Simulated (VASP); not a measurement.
# V2N3 (P-3m1) in VASP: a series of runs

Runs on V2N3. Level: PBEsol. Tasks: relaxation of cell and atoms, relaxation of shape and atoms at fixed volume.

Everything below comes from runs of VASP 6.6.1. Logs are shortened: lines on timing, memory, paths and dates and some standing lists are left out, and cuts for length are marked.

## (1) The cell of the first run

The structure is trigonal, space group P-3m1 (No. 164). Conventional cell: a = 2.780 Å, b = 2.780 Å, c = 6.198 Å, α = 90.00°, β = 90.00°, γ = 120.00°. V (site symmetry 3m) has 6 N at 2.01 to 2.02 Å and 6 V at 2.78 Å within 2.8 Å. Within 2.8 Å of N (site symmetry -3m) lie 6 V at 2.02 Å and 8 N at 2.43 to 2.78 Å. Within 1.8 Å of N (site symmetry 3m) lie 1 N at 1.33 Å.

## (2) Relaxation of cell and atoms, PBEsol

INCAR

```
PREC = Accurate ; ENCUT = 600
EDIFF = 1E-7 ; ISMEAR = 0
SIGMA = 0.1 ; LREAL = F
LASPH = T ; NELM = 60
ALGO = Normal ; ISIF = 3
LWAVE = F ; LCHARG = F
GGA = PS ; IBRION = 2
NSW = 100 ; EDIFFG = -0.005
```

KPOINTS

```
Automatic mesh
0
Gamma
  12 12 6
```

POSCAR

```
V2N3
1.0
    2.7803734928      0.0000000000      0.0000000000
   -1.3901867464      2.4078740768      0.0000000000
    0.0000000000      0.0000000000      6.1979242968
V N
2 3
Direct
    0.6666666667      0.3333333333      0.3020533532
    0.3333333333      0.6666666667      0.6979466468
    0.0000000000      0.0000000000      0.5000000000
    0.0000000000      0.0000000000      0.1074274127
    0.0000000000      0.0000000000      0.8925725873
```

Potentials or basis: VASP PAW PBE potentials, release 64 (V_sv, N).

The run is started by

```bash
cat potpaw_PBE.64/V_sv/POTCAR potpaw_PBE.64/N/POTCAR > POTCAR
mpirun -np 1 vasp_std > vasp.out
```

OUTCAR:

```text
PREC = Accurate
   ENCUT = 600
   EDIFF = 1E-7
   ISMEAR = 0
   LREAL = F
   LASPH = T
   NELM = 60
   ISIF = 3
   GGA = PS
   IBRION = 2
   NSW = 100
   EDIFFG = -0.005

 ion  position               nearest neighbor table
   1  0.667  0.333  0.302-   4 2.01   4 2.01   4 2.01   3 2.02   3 2.02   3 2.02
   2  0.333  0.667  0.698-   5 2.01   5 2.01   5 2.01   3 2.02   3 2.02   3 2.02
   3  0.000  0.000  0.500-   1 2.02   2 2.02   1 2.02   2 2.02   1 2.02   2 2.02
   4  0.000  0.000  0.107-   5 1.33   1 2.01   1 2.01   1 2.01
   5  0.000  0.000  0.893-   4 1.33   2 2.01   2 2.01   2 2.01

  LATTYP: Found a hexagonal cell.
 ALAT       =     2.7803734928
 C/A-ratio  =     2.2291696827

  Lattice vectors:

 A1 = (   2.7803734928,   0.0000000000,   0.0000000000)
 A2 = (  -1.3901867464,   2.4078740768,   0.0000000000)
 A3 = (   0.0000000000,   0.0000000000,   6.1979242968)

Analysis of symmetry for initial positions (statically):
=====================================================================
 Subroutine PRICEL returns:
 Original cell was already a primitive cell.

 Routine SETGRP: Setting up the symmetry group for a
 hexagonal supercell.

 Subroutine GETGRP returns: Found 12 space group operations
 (whereof 12 operations were pure point group operations)
 out of a pool of 24 trial point group operations.

The static configuration has the point symmetry D_3d.

Analysis of symmetry for dynamics (positions and initial velocities):
=====================================================================
 Subroutine PRICEL returns:
 Original cell was already a primitive cell.

 Routine SETGRP: Setting up the symmetry group for a
 hexagonal supercell.

 Subroutine GETGRP returns: Found 12 space group operations
 (whereof 12 operations were pure point group operations)
 out of a pool of 24 trial point group operations.

The dynamic configuration has the point symmetry D_3d.

 Subroutine INISYM returns: Found 12 space group operations
 (whereof 12 operations are pure point group operations),
 and found     1 'primitive' translations

----------------------------------------------------------------------------------------

                                     Primitive cell

  volume of cell :      41.4938

  direct lattice vectors                    reciprocal lattice vectors
     2.780373493  0.000000000  0.000000000     0.359663909  0.207652055  0.000000000
    -1.390186746  2.407874077  0.000000000     0.000000000  0.415304110  0.000000000
     0.000000000  0.000000000  6.197924297     0.000000000  0.000000000  0.161344339

  length of vectors
     2.780373493  2.780373493  6.197924297     0.415304110  0.415304110  0.161344339

  position of ions in fractional coordinates (direct lattice)
     0.666666667  0.333333333  0.302053353
     0.333333333  0.666666667  0.697946647
     0.000000000  0.000000000  0.500000000
     0.000000000  0.000000000  0.107427413
     0.000000000  0.000000000  0.892572587

  ion indices of the primitive-cell ions
   primitive index   ion index
                 1           1
                 2           2
                 3           3
                 4           4
                 5           5

----------------------------------------------------------------------------------------

 KPOINTS: Automatic mesh

Automatic generation of k-mesh.
 Grid dimensions read from file:
 generate k-points for:   12   12    6

 Generating k-lattice:

  Cartesian coordinates                     Fractional coordinates (reciprocal lattice)
     0.029971992  0.017304338  0.000000000     0.083333333 -0.000000000  0.000000000
     0.000000000  0.034608676  0.000000000     0.000000000  0.083333333  0.000000000
     0.000000000  0.000000000  0.026890723     0.000000000  0.000000000  0.166666667

  Length of vectors
     0.034608676  0.034608676  0.026890723

  Shift w.r.t. Gamma in fractional coordinates (k-lattice)
     0.000000000  0.000000000  0.000000000

 Subroutine IBZKPT returns following result:
 ===========================================

[... 40 lines left out ...]
    -1.390186746  2.407874077  0.000000000     0.000000000  0.415304110  0.000000000
     0.000000000  0.000000000  6.197924297     0.000000000  0.000000000  0.161344339
[... 40 lines left out ...]
 POSITION                                       TOTAL-FORCE (eV/Angst)
 -----------------------------------------------------------------------------------
      1.39071      0.80293      1.87535        -0.000000     -0.000000      0.000160
     -0.00000      1.60585      4.33292         0.000000      0.000000     -0.000160
     -0.00000     -0.00000      3.10414         0.000000      0.000000      0.000000
     -0.00000     -0.00000      0.67041         0.000000      0.000000     -0.214556
     -1.39071      2.40878      5.53786        -0.000000     -0.000000      0.214556
 -----------------------------------------------------------------------------------
    total drift:                                0.000000     -0.000000      0.000000

  FREE ENERGIE OF THE ION-ELECTRON SYSTEM (eV)
  ---------------------------------------------------
  free  energy   TOTEN  =       -49.9018618972 eV

  energy  without entropy=      -49.8916868769  energy(sigma->0) =      -49.89677439

--------------------------------------- Ionic step        3  -------------------------------------------

 number of electron      40.9999998 magnetization

 Free energy of the ion-electron system (eV)
  ---------------------------------------------------
  ext. energy  EPLUGINS =         0.00000000
  ---------------------------------------------------
  free energy    TOTEN  =       -49.90274141 eV

  energy without entropy =      -49.89265371  energy(sigma->0) =      -49.89769756

 E-fermi :  10.2993     XC(G=0): -13.5955

 val. band max:       10.2729592740   @ k =   0.3333   0.0000   0.5000
 cond. band min:      10.3116559718   @ k =   0.3333   0.0833   0.1667
 fundamental gap:      0.0386966978
 Fermi energy:        10.2993432042

 k-point     1 :       0.0000    0.0000    0.0000
  band No.  band energies     occupation
      1     -54.1495      2.00000
      2     -54.1119      2.00000
      3     -28.2347      2.00000
      4     -27.9415      2.00000
      5     -27.8937      2.00000
      6     -27.8937      2.00000
[... 16 lines left out ...]
     23      11.4038      0.00000
     24      12.3986      0.00000
[... 598 lines left out ...]
      2     -54.0924      2.00000
      3     -28.1918      2.00000
      4     -28.0502      2.00000
      5     -28.0150      2.00000
      6     -27.9322      2.00000
[... 16 lines left out ...]
     23      11.9443      0.00000
     24      12.1696      0.00000

 [... further k-points ...]

------------------------ aborting loop because EDIFF is reached ----------------------------------------

  FORCE on cell =-STRESS in cart. coord.  units (eV):
  Direction    XX          YY          ZZ          XY          YZ          ZX
  --------------------------------------------------------------------------------------
  -------------------------------------------------------------------------------------
  Total        0.0140065      0.0140065      0.0024861      0.0000000      0.0000000     -0.0000000
  in kB        0.5404916      0.5404916      0.0959336      0.0000000      0.0000000     -0.0000000
  external PRESSURE =       0.3923056 kB  Pullay stress =       0.0000000 kB

 VOLUME and BASIS-vectors are now :
 -----------------------------------------------------------------------------
  energy-cutoff  :      600.00
  volume of cell :       41.52
      direct lattice vectors                 reciprocal lattice vectors
     2.780639049  0.000000000  0.000000000     0.359629561  0.207632224  0.000000000
    -1.390319525  2.408104056 -0.000000000    -0.000000000  0.415264447  0.000000000
    -0.000000000 -0.000000000  6.200562395    -0.000000000  0.000000000  0.161275693

 POSITION                                       TOTAL-FORCE (eV/Angst)
 -----------------------------------------------------------------------------------
      1.39032      0.80270      1.87293        -0.000000     -0.000000      0.002003
     -0.00000      1.60540      4.32763         0.000000      0.000000     -0.002003
     -0.00000     -0.00000      3.10028        -0.000000     -0.000000      0.000000
      1.39032      2.40810      0.66700         0.000000      0.000000     -0.003031
     -0.00000     -0.00000      5.53356        -0.000000     -0.000000      0.003031
 -----------------------------------------------------------------------------------
    total drift:                                0.000000     -0.000000     -0.000000

  FREE ENERGIE OF THE ION-ELECTRON SYSTEM (eV)
  ---------------------------------------------------
  free  energy   TOTEN  =       -49.9027414107 eV

  energy  without entropy=      -49.8926537088  energy(sigma->0) =      -49.89769756

 reached required accuracy - stopping structural energy minimisation
```

It took 1.9 min on 1 thread of Intel Xeon 6975P-C (Granite Rapids), shared host; peak memory 0.25 GiB.

What came out:

```
Free energy                           : -49.9027 eV
Relaxed volume                        : 8.30 Å³/atom
Relaxed cell                          : a = 2.781 Å, b = 2.781 Å, c = 6.201 Å, α = 90.00°, β = 90.00°, γ = 120.00°
Space group after relaxing (to 0.1 Å) : P-3m1 (No. 164)
Energy gained by relaxing             : 0.0 meV/atom
Ionic steps                           : 3
Pressure after relaxing               : 0.0 GPa
Largest force after relaxing          : 0.003 eV/Å
Band gap on the k mesh                : zero (an odd number of electrons rules out a gap without spin polarisation)
```

Forces in eV/Å, atoms in the order of the input:
```
V    0.000  0.000  0.002
V    0.000  0.000 -0.002
N    0.000  0.000  0.000
N    0.000  0.000 -0.003
N    0.000  0.000  0.003
```

Step by step:
```
step  energy change (eV)  largest force (eV/Å)  pressure (GPa)  volume (Å³)
   1              0.0000                0.0718            0.32        41.49
   2              0.0008                0.2146           -0.77        41.59
   3             -0.0001                0.0030            0.04        41.52
```

Final structure:
```
CELL_PARAMETERS angstrom
2.78064 0.00000 0.00000
-1.39032 2.40810 0.00000
0.00000 0.00000 6.20056
ATOMIC_POSITIONS crystal
V 0.66667 0.33333 0.30206
V 0.33333 0.66667 0.69794
N 0.00000 0.00000 0.50000
N 0.00000 0.00000 0.10757
N 0.00000 0.00000 0.89243
```

Levels at points of the mesh, in eV from the Fermi level:
```
           k point  band 17  band 18  band 19  band 20  band 21  band 22  band 23  band 24
(0.00, 0.00, 0.00)    -3.62    -2.06    -2.06    -0.62     0.40     0.40     1.10     2.10
(0.50, 0.00, 0.00)    -3.84    -3.41    -1.37    -1.28     0.24     1.85     2.07     2.48
(0.00, 0.00, 0.50)    -3.42    -1.51    -1.20    -1.20     0.20     0.20     1.11     1.33
(0.50, 0.00, 0.50)    -4.75    -2.34    -1.85    -0.62     0.31     1.77     2.32     2.47
```

Caveat: the PAW data sets were made with another functional, which shifts forces and pressure a little; the run has no spin polarisation, though such a crystal can be magnetic. With open d or f shells a metallic result of PBEsol can be an artefact of self-interaction; +U or a hybrid may open a gap.

## (3) Relaxation of shape and atoms at fixed volume, PBEsol (8.54 Å³/atom)

This run uses another cell than the first one, of 8.54 Å³/atom.

INCAR

```
ALGO = Normal ; EDIFF = 1E-6
EDIFFG = -0.01 ; ENCUT = 600
GGA = PS ; IBRION = 2
ISIF = 4 ; ISMEAR = 0
LASPH = True ; LCHARG = False
LREAL = False ; LWAVE = False
NELM = 100 ; NSW = 50
PREC = Accurate ; SIGMA = 0.1
```

KPOINTS

```
k-points
0
Gamma
  12 12 6
```

POSCAR

```
V2N3
1.0
    2.8073114280      0.0000000000      0.0000000000
   -1.4036557140      2.4312030130      0.0000000000
    0.0000000000      0.0000000000      6.2577078950
V N
2 3
Direct
    0.6666666667      0.3333333333      0.3021155165
    0.3333333333      0.6666666667      0.6978844835
    0.0000000000      0.0000000000      0.5000000000
    0.0000000000      0.0000000000      0.1074399106
    0.0000000000      0.0000000000      0.8925600894
```

Potentials or basis: VASP PAW PBE potentials, release 64 (V_sv, N).

The run is started by

```bash
cat potpaw_PBE.64/V_sv/POTCAR potpaw_PBE.64/N/POTCAR > POTCAR
mpirun -np 1 vasp_std > vasp.out
```

Run time: 3.1 min. Hardware: 1 thread of Intel Xeon 6975P-C (Granite Rapids), shared host; peak memory 0.24 GiB.

The run converged. Its results:

```
Free energy                  : -49.8737 eV
Energy gained by relaxing    : 0.3 meV/atom
Ionic steps                  : 7
Pressure after relaxing      : -8.5 GPa
Largest force after relaxing : 0.005 eV/Å
Band gap on the k mesh       : zero (an odd number of electrons rules out a gap without spin polarisation)
```

Forces on the atoms (eV/Å):
```
V    0.000  0.000 -0.005
V    0.000  0.000  0.005
N    0.000  0.000  0.000
N    0.000  0.000  0.002
N    0.000  0.000 -0.002
```

The path:
```
step  energy change (eV)  largest force (eV/Å)  pressure (GPa)  volume (Å³)
   1              0.0000                0.1020           -8.99        42.71
   2              0.0022                0.4333           -7.79        42.71
   3             -0.0014                0.0954           -8.56        42.71
   4             -0.0015                0.0858           -8.47        42.71
   5             -0.0017                0.0217           -8.47        42.71
   6             -0.0017                0.0211           -8.54        42.71
   7             -0.0017                0.0047           -8.52        42.71
```

Final structure:
```
V N
1.0
     2.81214    0.00000    0.00000
    -1.40607    2.43538    0.00000
     0.00000    0.00000    6.23626
V N
2 3
Direct
  0.66667 0.33333 0.30202
  0.33333 0.66667 0.69798
  0.00000 0.00000 0.50000
  0.00000 0.00000 0.10744
  0.00000 0.00000 0.89256
```

Levels at points of the mesh, in eV from the Fermi level:
```
           k point  band 16  band 17  band 18  band 19  band 20  band 21  band 22  band 23  band 24
(0.00, 0.00, 0.00)    -3.58    -3.58    -2.02    -2.02    -0.59     0.36     0.36     1.08     2.01
(0.50, 0.00, 0.00)    -5.02    -3.81    -3.32    -1.34    -1.24     0.24     1.74     1.95     2.34
(0.00, 0.00, 0.50)    -4.19    -3.36    -1.43    -1.18    -1.18     0.18     0.18     1.07     1.25
(0.50, 0.00, 0.50)    -4.85    -4.65    -2.26    -1.80    -0.64     0.31     1.67     2.20     2.35
```

Caveat: the PAW data sets were made with another functional, which shifts forces and pressure a little; the run has no spin polarisation, though such a crystal can be magnetic.

## (4) Relaxation of shape and atoms at fixed volume, PBEsol (8.79 Å³/atom)

This run uses another cell than the first one, of 8.79 Å³/atom.

INCAR

```
SYSTEM = V2N3
PREC = Accurate ; ENCUT = 600
EDIFF = 1E-7 ; ISMEAR = 0
SIGMA = 0.1 ; LREAL = .FALSE.
LASPH = .TRUE. ; NELM = 80
ALGO = Normal ; ISIF = 4
LWAVE = .FALSE. ; LCHARG = .FALSE.
GGA = PS ; IBRION = 2
NSW = 50 ; EDIFFG = -0.01
```

KPOINTS

```
regular mesh
0
G
  12 12 6
  0 0 0
```

POSCAR

```
V2N3
1.0
    2.8394081363      0.0000000000      0.0000000000
   -1.4197040682      2.4589995778      0.0000000000
    0.0000000000      0.0000000000      6.2951990905
V N
2 3
Direct
    0.6666666667      0.3333333333      0.3020679443
    0.3333333333      0.6666666667      0.6979320557
    0.0000000000      0.0000000000      0.5000000000
    0.0000000000      0.0000000000      0.1072617286
    0.0000000000      0.0000000000      0.8927382714
```

The run is started by

```bash
cat potpaw_PBE.64/V_sv/POTCAR potpaw_PBE.64/N/POTCAR > POTCAR
mpirun -np 1 vasp_std > vasp.out
```

It took 3.5 min on 1 thread of Intel Xeon 6975P-C (Granite Rapids), shared host; peak memory 0.24 GiB.

It converged, with:

```yaml
Free_energy: -49.7805 eV
Energy_gained_by_relaxing: 0.3 meV/atom
Ionic_steps: 6
Pressure_after_relaxing: -16.1 GPa
Band_gap_on_the_k_mesh: zero (an odd number of electrons rules out a gap without spin polarisation)
```

Forces on the atoms (eV/Å):
```
V    0.000  0.000 -0.002
V    0.000  0.000  0.002
N    0.000  0.000  0.000
N    0.000  0.000  0.002
N    0.000  0.000 -0.002
```

Step by step:
```tsv
step	energy change (eV)	largest force (eV/Å)	pressure (GPa)	volume (Å³)
1	0.0000	0.0988	-16.60	43.95
2	0.0018	0.3935	-15.46	43.95
3	-0.0015	0.0905	-16.16	43.95
4	-0.0016	0.0725	-16.11	43.95
5	-0.0017	0.0194	-16.14	43.95
6	-0.0017	0.0020	-16.12	43.95
```

Final structure:
```cif
data_structure
_symmetry_space_group_name_H-M 'P 1'
_symmetry_Int_Tables_number 1
_cell_length_a 2.8445
_cell_length_b 2.8445
_cell_length_c 6.2729
_cell_angle_alpha 90.000
_cell_angle_beta 90.000
_cell_angle_gamma 120.000
_cell_volume 43.95
loop_
_atom_site_label
_atom_site_type_symbol
_atom_site_fract_x
_atom_site_fract_y
_atom_site_fract_z
_atom_site_occupancy
V1 V 0.66667 0.33333 0.30196 1
V2 V 0.33333 0.66667 0.69804 1
N1 N 0.00000 0.00000 0.50000 1
N2 N 0.00000 0.00000 0.10727 1
N3 N 0.00000 0.00000 0.89273 1
```

Levels at points of the mesh, in eV from the Fermi level:
| k point | band 16 | band 17 | band 18 | band 19 | band 20 | band 21 | band 22 | band 23 | band 24 |
| --- | --- | --- | --- | --- | --- | --- | --- | --- | --- |
| (0.00, 0.00, 0.00) | -3.53 | -3.53 | -1.97 | -1.97 | -0.57 | 0.33 | 0.33 | 1.05 | 1.91 |
| (0.50, 0.00, 0.00) | -4.90 | -3.78 | -3.23 | -1.31 | -1.20 | 0.25 | 1.64 | 1.84 | 2.19 |
| (0.00, 0.00, 0.50) | -4.11 | -3.29 | -1.35 | -1.16 | -1.16 | 0.16 | 0.16 | 1.03 | 1.18 |
| (0.50, 0.00, 0.50) | -4.70 | -4.55 | -2.18 | -1.75 | -0.66 | 0.30 | 1.57 | 2.07 | 2.24 |

Caveat: the PAW data sets were made with another functional, which shifts forces and pressure a little; the run has no spin polarisation, though such a crystal can be magnetic. With open d or f shells a metallic result of PBEsol can be an artefact of self-interaction; +U or a hybrid may open a gap.

## (5) Summary

```tsv
task	cell	gap on the mesh (eV)	pressure (GPa)
relaxation of cell and atoms	relaxed from a = 2.780, b = 2.780, c = 6.198 Å, angles 90.0, 90.0, 120.0°, 5 atoms, atomic positions A	none	0.0
relaxation of shape and atoms at fixed volume	relaxed from a = 2.807, b = 2.807, c = 6.258 Å, angles 90.0, 90.0, 120.0°, 5 atoms, atomic positions B	none	-8.5
relaxation of shape and atoms at fixed volume	relaxed from a = 2.839, b = 2.839, c = 6.295 Å, angles 90.0, 90.0, 120.0°, 5 atoms, atomic positions C	none	-16.1
```

Alike in all rows: level PBEsol; potentials or basis VASP PAW PBE potentials, release 64 (V_sv, N); no spin polarisation; k mesh 12 × 12 × 6; cutoff (eV) 600; smearing gaussian 0.1 eV.

Caveats: the PAW data sets were made with another functional, which shifts forces and pressure a little; the run has no spin polarisation, though such a crystal can be magnetic.

Total energies depend on the potentials used, so only differences within one code and one set of settings carry meaning.

The gap in the log of VASP goes by the Fermi energy; the results here count the filled bands.